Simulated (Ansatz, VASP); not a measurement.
## SiC: VASP beside Ansatz

```
Si C
1.0
     3.19559    0.00000    0.00000
     0.00000    3.19559    0.00000
     0.00000    0.00000    8.91003
Si C
4 4
Direct
  0.00000 0.50000 0.13396
  0.00000 0.50000 0.63396
  0.50000 0.00000 0.36604
  0.50000 0.00000 0.86604
  0.00000 0.00000 0.00000
  0.00000 0.00000 0.50000
  0.50000 0.50000 0.00000
  0.50000 0.50000 0.50000
```

Alike in both runs: task single point; functional r2SCAN; k mesh 8 × 8 × 4; occupations gaussian, width 0.1 eV; no spin polarisation.

|  | VASP | Ansatz |
| --- | --- | --- |
| version | VASP 6.6.1 | Ansatz 0.2.0 |
| potentials or method | VASP PAW PBE potentials, release 64 (Si, C), cutoff 520 eV | scalar-relativistic, plane waves, PAW |
| valence electrons in the cell | 32 | 32 |

```tsv
	VASP	Ansatz	Ansatz less VASP
gap on the k mesh at the Fermi level (eV)	none	none	-
pressure (GPa)	0.3	0.2	-0.08
traceless stress, the component that is largest in VASP (GPa)	2.48	2.53	+0.050
rms of the force components (eV/Å)	0.134	0.135	+0.0012
```

VASP's potentials were made for PBE, not for r2SCAN. Atom by atom the forces differ by 0.001 eV/Å (rms over components). A gap of «none» marks a metal or a gap that the smearing closes.
